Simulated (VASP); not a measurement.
# Si4N (P6/mmm) in VASP: further runs

Runs on Si4N. Level: PBE. Tasks: single point, relaxation of cell and atoms.

All numbers are computed with VASP 6.6.1; they aren't measurements. Logs are shortened: lines on timing, memory, paths and dates and some standing lists are left out, and cuts for length are marked.

### Step 1. The cell of the first run

Symmetry: P6/mmm, No. 191, hexagonal system. Conventional cell: a = 5.217 Å, b = 5.217 Å, c = 3.293 Å, α = 90.00°, β = 90.00°, γ = 120.00°. Si (site symmetry mmm) has 8 Si at 2.61 to 3.29 Å and 4 N at 3.08 Å within 3.4 Å. Si (site symmetry 6/mmm) has 2 N at 1.65 Å within 2.2 Å. N (site symmetry 6/mmm) has 2 Si at 1.65 Å within 2.2 Å.

The cell was built from a structure type or drawn by symmetry, and may not be a known phase.

### Step 2. Single point, PBE, collinear spin, ferromagnetic start

File INCAR:

```
PREC     = Accurate       # precision mode
ENCUT    = 520            # plane-wave cutoff, eV
EDIFF    = 1E-7           # SCF threshold, eV
ISMEAR   = 0              # smearing method
SIGMA    = 0.1            # smearing width, eV
LREAL    = False          # projectors in reciprocal space
LASPH    = True           # aspherical terms in the spheres
NELM     = 150            # most SCF steps
ALGO     = Normal         # electronic algorithm
ISIF     = 2              # what is computed and relaxed
LWAVE    = False          # write WAVECAR
LCHARG   = False          # write CHGCAR
ISPIN    = 2              # spin polarisation
MAGMOM   = 0 0 0 0 1      # initial moments
LORBIT   = 11             # projections on sites
GGA      = PE             # functional
NBANDS   = 22             # bands
```

File KPOINTS:

```
regular mesh
0
Gamma
  6 6 6
```

File POSCAR:

```
Si4N
1.0
    5.2174825971      0.0000000000      0.0000000000
   -2.6087412985      4.5184724729      0.0000000000
    0.0000000000      0.0000000000      3.2930844348
Si N
4 1
Direct
    0.5000000000      0.0000000000      0.0000000000
    0.0000000000      0.5000000000      0.0000000000
    0.5000000000      0.5000000000      0.0000000000
    0.0000000000      0.0000000000      0.0000000000
    0.0000000000      0.0000000000      0.5000000000
```

Potentials or basis: VASP PAW PBE potentials, release 64 (Si, N).

The run is started by

```
cat potpaw_PBE.64/Si/POTCAR potpaw_PBE.64/N/POTCAR > POTCAR
mpirun -np 1 vasp_std > vasp.out
```

OUTCAR:

```text
PREC = Accurate
   ENCUT = 520
   EDIFF = 1E-7
   ISMEAR = 0
   LREAL = False
   LASPH = True
   NELM = 150
   ISIF = 2
   ISPIN = 2
   LORBIT = 11
   GGA = PE

 ion  position               nearest neighbor table
   1  0.500  0.000  0.000-   3 2.61   3 2.61   4 2.61   4 2.61   2 2.61   2 2.61
   2  0.000  0.500  0.000-   4 2.61   4 2.61   3 2.61   3 2.61   1 2.61   1 2.61
   3  0.500  0.500  0.000-   1 2.61   1 2.61   2 2.61   2 2.61   4 2.61   4 2.61
   4  0.000  0.000  0.000-   5 1.65   5 1.65   2 2.61   2 2.61   1 2.61   1 2.61   3 2.61   3 2.61

   5  0.000  0.000  0.500-   4 1.65   4 1.65

  LATTYP: Found a hexagonal cell.
 ALAT       =     5.2174825971
 C/A-ratio  =     0.6311634727

  Lattice vectors:

 A1 = (   5.2174825971,   0.0000000000,   0.0000000000)
 A2 = (  -2.6087412985,   4.5184724729,   0.0000000000)
 A3 = (   0.0000000000,   0.0000000000,   3.2930844348)

Analysis of symmetry for initial positions (statically):
=====================================================================
 Subroutine PRICEL returns:
 Original cell was already a primitive cell.

 Routine SETGRP: Setting up the symmetry group for a
 hexagonal supercell.

 Subroutine GETGRP returns: Found 24 space group operations
 (whereof 24 operations were pure point group operations)
 out of a pool of 24 trial point group operations.

The static configuration has the point symmetry D_6h.

Analysis of symmetry for dynamics (positions and initial velocities):
=====================================================================
 Subroutine PRICEL returns:
 Original cell was already a primitive cell.

 Routine SETGRP: Setting up the symmetry group for a
 hexagonal supercell.

 Subroutine GETGRP returns: Found 24 space group operations
 (whereof 24 operations were pure point group operations)
 out of a pool of 24 trial point group operations.

The dynamic configuration has the point symmetry D_6h.

Analysis of structural, dynamic, and magnetic symmetry:
=====================================================================
 Subroutine PRICEL returns:
 Original cell was already a primitive cell.

 Routine SETGRP: Setting up the symmetry group for a
 hexagonal supercell.

 Subroutine GETGRP returns: Found 24 space group operations
 (whereof 24 operations were pure point group operations)
 out of a pool of 24 trial point group operations.

The overall configuration has the point symmetry D_6h.

 Subroutine INISYM returns: Found 24 space group operations
 (whereof 24 operations are pure point group operations),
 and found     1 'primitive' translations

----------------------------------------------------------------------------------------

                                     Primitive cell

  volume of cell :      77.6346

  direct lattice vectors                    reciprocal lattice vectors
     5.217482597  0.000000000  0.000000000     0.191663313  0.110656865  0.000000000
    -2.608741299  4.518472473  0.000000000     0.000000000  0.221313731  0.000000000
     0.000000000  0.000000000  3.293084435     0.000000000  0.000000000  0.303666675

  length of vectors
     5.217482597  5.217482597  3.293084435     0.221313731  0.221313731  0.303666675

  position of ions in fractional coordinates (direct lattice)
     0.500000000  0.000000000  0.000000000
     1.000000000  0.500000000  0.000000000
     0.500000000  0.500000000  0.000000000
     0.000000000  0.000000000  0.000000000
     0.000000000  0.000000000  0.500000000

  ion indices of the primitive-cell ions
   primitive index   ion index
                 1           1
                 2           2
                 3           3
                 4           4
                 5           5

----------------------------------------------------------------------------------------

 KPOINTS: regular mesh

Automatic generation of k-mesh.
 Grid dimensions read from file:
 generate k-points for:    6    6    6

 Generating k-lattice:

  Cartesian coordinates                     Fractional coordinates (reciprocal lattice)
     0.031943885  0.018442811  0.000000000     0.166666667  0.000000000  0.000000000
     0.000000000  0.036885622  0.000000000     0.000000000  0.166666667  0.000000000
     0.000000000  0.000000000  0.050611112     0.000000000  0.000000000  0.166666667

  Length of vectors
     0.036885622  0.036885622  0.050611112

  Shift w.r.t. Gamma in fractional coordinates (k-lattice)
     0.000000000  0.000000000  0.000000000

 Subroutine IBZKPT returns following result:
 ===========================================

 Found     28 irreducible k-points:

 Following reciprocal coordinates:
            Coordinates               Weight
  0.000000  0.000000  0.000000      1.000000
  0.166667  0.000000  0.000000      6.000000
  0.333333  0.000000  0.000000      6.000000
  0.500000  0.000000  0.000000      3.000000
  0.166667  0.166667  0.000000      6.000000
  0.333333  0.166667  0.000000     12.000000
[... 16 lines left out ...]
  0.166667  0.000000  0.500000      6.000000
  0.333333  0.000000  0.500000      6.000000
 [... further k-points ...]
   k-points           NKPTS =     28   k-points in BZ     NKDIM =     28   number of bands    NBANDS=     22
   number of dos      NEDOS =    301   number of ions     NIONS =      5
   total plane-waves  NPLWV =  38400
   dimension x,y,z NGX =    40 NGY =   40 NGZ =   24
   dimension x,y,z NGXF=    80 NGYF=   80 NGZF=   48
   ions per type =               4   1
   NGX,Y,Z   is equivalent  to a cutoff of  12.75, 12.75, 12.12 a.u.
   NGXF,Y,Z  is equivalent  to a cutoff of  25.49, 25.49, 24.23 a.u.
 SYSTEM =  unknown system
   PREC   = accura    normal or accurate (medium, high low for compatibility)
   ISTART =      0    job   : 0-new  1-cont  2-samecut
   ICHARG =      2    charge: 1-file 2-atom 10-const
   ISPIN  =      2    spin polarized calculation?
   LNONCOLLINEAR =      F non collinear calculations
   LSORBIT =      F    spin-orbit coupling
   LASPH  =      T    aspherical Exc in radial PAW
   ENCUT  =  520.0 eV  38.22 Ry    6.18 a.u.   9.70  9.70  6.12*2*pi/ulx,y,z
   NELM   =    150;   NELMIN=  2; NELMDL= -5     # of ELM steps
   EDIFF  = 0.1E-06   stopping-criterion for ELM
   LREAL  =      F    real-space projection
   EDIFFG = 0.1E-05   stopping-criterion for IOM
   NSW    =      0    number of steps for IOM
   IBRION =     -1    ionic relax: 0-MD 1-quasi-New 2-CG
   NFREE  =      0    steps in history (QN), initial steepest desc. (CG)
   ISIF   =      2    stress and relaxation
   ISYM   =      2    0-nonsym 1-usesym 2-fastsym
   POTIM  = 0.5000    time-step for ionic-motion
   TEBEG  =    0.0;   TEEND  =   0.0 temperature during run
   PSTRESS=    0.0 pullay stress
   NELECT =      21.0000    total number of electrons
   NUPDOWN=      -1.0000    fix difference up-down
   EMIN   =  10.00;   EMAX   =-10.00  energy-range for DOS
   EFERMI =   0.00;   METHOD = LEGACY
   ISMEAR =     0;   SIGMA  =   0.10  broadening in eV -4-tet -1-fermi 0-gaus
   EFERMI_NEDOS =   21; number of points for ismear=-14 and -15
   IALGO  =     38    algorithm
   IMIX   =      4    mixing-type and parameters
     AMIX     =   0.40;   BMIX     =  1.00
     AMIX_MAG =   1.60;   BMIX_MAG =  1.00
  volume/ion in A,a.u.               =      15.53       104.78
  Fermi-wavevector in a.u.,A,eV,Ry     =   1.058757  2.000760 15.251659  1.120965
  Thomas-Fermi vector in A             =   2.194077
   LORBIT       =     11    0 simple, 1 ext, 2 COOP (PROOUT), +10 PAW based schemes
   GGA     = PE    functional components
   LHFCALC =     F    Hartree Fock is set to
   AEXX    =    0.0000 exact exchange contribution
   IVDW    =     0    specifies the selected vdW correction
   LEPSILON=     F    determine dielectric tensor
   LRPA    =     F    only Hartree local field effects (RPA)
 spin polarized calculation
 Gauss-broadening in eV      SIGMA  =   0.10
  energy-cutoff  :      520.00
  volume of cell :       77.63
 maximum number of plane-waves:      2118
 NGX is ok and might be reduce to    40
   NGX = 19   NGY = 19   NGZ = 13

 number of electron      21.0000002 magnetization      -0.0000587

 number of electron      21.0000002 magnetization       0.0000097

 Free energy of the ion-electron system (eV)
  ---------------------------------------------------
  ext. energy  EPLUGINS =         0.00000000
  ---------------------------------------------------
  free energy    TOTEN  =       -26.27104083 eV

  energy without entropy =      -26.25581166  energy(sigma->0) =      -26.26342625

 E-fermi :   6.9608     XC(G=0): -10.3428

 val. band max:        6.9383656319   @ k =   0.3333   0.1667   0.1667
 cond. band min:       6.9831051566   @ k =   0.3333   0.0000   0.3333
 fundamental gap:      0.0447395247
 Fermi energy:         6.9608048169

 spin component 1

 k-point     1 :       0.0000    0.0000    0.0000
  band No.  band energies     occupation
      1      -9.4853      1.00000
      2      -3.7591      1.00000
      3       0.3765      1.00000
      4       0.3765      1.00000
      5       0.4289      1.00000
      6       1.5107      1.00000
[... 589 lines left out ...]
     21      15.0995      0.00000
     22      17.0493      0.00000

 [... further k-points ...]

 spin component 2

 k-point     1 :       0.0000    0.0000    0.0000
  band No.  band energies     occupation
      1      -9.4853      1.00000
      2      -3.7591      1.00000
      3       0.3765      1.00000
      4       0.3765      1.00000
      5       0.4289      1.00000
      6       1.5107      1.00000
[... 589 lines left out ...]
     21      15.0995      0.00000
     22      17.0493      0.00000

 [... further k-points ...]

------------------------ aborting loop because EDIFF is reached ----------------------------------------

  FORCE on cell =-STRESS in cart. coord.  units (eV):
  Direction    XX          YY          ZZ          XY          YZ          ZX
  --------------------------------------------------------------------------------------
  -------------------------------------------------------------------------------------
  Total        0.0155036      0.0155036     -0.0312234      0.0000000     -0.0000000      0.0000000
  in kB        0.3199544      0.3199544     -0.6443698      0.0000000     -0.0000000      0.0000000
  external PRESSURE =      -0.0014870 kB  Pullay stress =       0.0000000 kB

 VOLUME and BASIS-vectors are now :
 -----------------------------------------------------------------------------
  energy-cutoff  :      520.00
  volume of cell :       77.63
      direct lattice vectors                 reciprocal lattice vectors
     5.217482597  0.000000000  0.000000000     0.191663313  0.110656865  0.000000000
    -2.608741299  4.518472473  0.000000000     0.000000000  0.221313731  0.000000000
     0.000000000  0.000000000  3.293084435     0.000000000  0.000000000  0.303666675

 POSITION                                       TOTAL-FORCE (eV/Angst)
 -----------------------------------------------------------------------------------
      2.60874      0.00000      0.00000         0.000000      0.000000      0.000000
     -1.30437      2.25924      0.00000        -0.000000      0.000000      0.000000
      1.30437      2.25924      0.00000        -0.000000      0.000000      0.000000
      0.00000      0.00000      0.00000        -0.000000      0.000000      0.000000
      0.00000      0.00000      1.64654        -0.000000      0.000000      0.000000
 -----------------------------------------------------------------------------------
    total drift:                                0.000000      0.000000     -0.000000

  FREE ENERGIE OF THE ION-ELECTRON SYSTEM (eV)
  ---------------------------------------------------
  free  energy   TOTEN  =       -26.2710408338 eV

  energy  without entropy=      -26.2558116584  energy(sigma->0) =      -26.26342625

 total charge

# of ion       s       p       d       tot
------------------------------------------
    1        0.843   0.702   0.000   1.545
    2        0.843   0.702   0.000   1.545
    3        0.843   0.702   0.000   1.545
    4        0.679   0.948   0.000   1.627
    5        1.282   2.559   0.000   3.841
--------------------------------------------------
tot          4.489   5.613   0.000  10.102

 magnetization (x)

# of ion       s       p       d       tot
------------------------------------------
    1        0.000   0.000   0.000   0.000
    2        0.000   0.000   0.000   0.000
    3        0.000   0.000   0.000   0.000
    4        0.000   0.000   0.000   0.000
    5       -0.000  -0.000   0.000  -0.000
--------------------------------------------------
tot         -0.000   0.000   0.000   0.000
```

It took 80 s on 1 thread of Intel Xeon 8259CL, shared host; peak memory 0.25 GiB.

What came out:

```
Free energy                                           : -26.2710 eV
Pressure                                              : 0.0 GPa
Net moment                                            : 0.00 μB per cell
Valence electrons inside the program's atomic spheres : Si 1.54, 1.63 (each value once); N 3.84
```

Stress tensor (GPa, compression positive):
```
 0.03  0.00  0.00
 0.00  0.03  0.00
 0.00  0.00 -0.06
```

### Step 3. Relaxation of cell and atoms, PBE

File INCAR:

```
SYSTEM = Si4N
PREC = Accurate ; ENCUT = 600
EDIFF = 1E-7 ; ISMEAR = 0
SIGMA = 0.1 ; LREAL = .False.
LASPH = .True. ; NELM = 60
ALGO = Normal ; ISIF = 3
LWAVE = .False. ; LCHARG = .False.
GGA = PE ; IBRION = 2
NSW = 100 ; EDIFFG = -0.01
```

File KPOINTS:

```
regular mesh
0
Gamma
  12 12 12
  0 0 0
```

POSCAR is that of step 2.

Potentials or basis: VASP PAW PBE potentials, release 64 (Si, N).

The run is started by

```
cat potpaw_PBE.64/Si/POTCAR potpaw_PBE.64/N/POTCAR > POTCAR
mpirun -np 1 vasp_std > vasp.out
```

Wall time 9.1 min (1 thread of Intel Xeon 8259CL, shared host); peak memory 0.33 GiB.

It converged, with:

| Property | Result |
| --- | --- |
| Free energy | -26.2991 eV |
| Relaxed volume | 15.65 Å³/atom |
| Relaxed cell | a = 5.255 Å, b = 5.255 Å, c = 3.272 Å, α = 90.00°, β = 90.00°, γ = 120.00° |
| Space group after relaxing (to 0.1 Å) | P6/mmm (No. 191) |
| Energy gained by relaxing | 1.5 meV/atom |
| Ionic steps | 5 |
| Pressure after relaxing | 0.0 GPa |
| Band gap on the k mesh | zero (an odd number of electrons rules out a gap without spin polarisation) |

Step by step:
```tsv
step	energy change (eV)	largest force (eV/Å)	pressure (GPa)	volume (Å³)
1	0.0000	0.0000	0.30	77.63
2	-0.0069	0.0000	0.48	77.96
3	-0.0071	0.0000	0.45	77.91
4	-0.0075	0.0000	-0.19	78.42
5	-0.0076	0.0000	0.00	78.26
```

Final structure:
```xyz
5
Lattice="5.2550 0.0000 0.0000 -2.6275 4.5510 0.0000 0.0000 0.0000 3.2725" Properties=species:S:1:pos:R:3 pbc="T T T"
Si    2.6275    0.0000    0.0000
Si   -1.3138    2.2755    3.2725
Si    1.3138    2.2755    3.2725
Si    0.0000    0.0000    0.0000
N     0.0000    0.0000    1.6362
```

Levels at points of the mesh, in eV from the Fermi level:
```csv
k point,band 8,band 9,band 10,band 11,band 12,band 13,band 14
"(0.00, 0.00, 0.00)",-5.36,-1.14,0.44,0.44,1.79,5.15,5.67
"(0.50, 0.00, 0.00)",-2.46,-0.48,0.71,1.24,1.78,2.13,3.56
"(0.00, 0.00, 0.50)",-3.98,-3.98,-3.30,-3.30,0.07,0.07,2.62
"(0.50, 0.00, 0.50)",-2.33,-2.29,-0.76,0.39,0.53,0.85,0.99
```
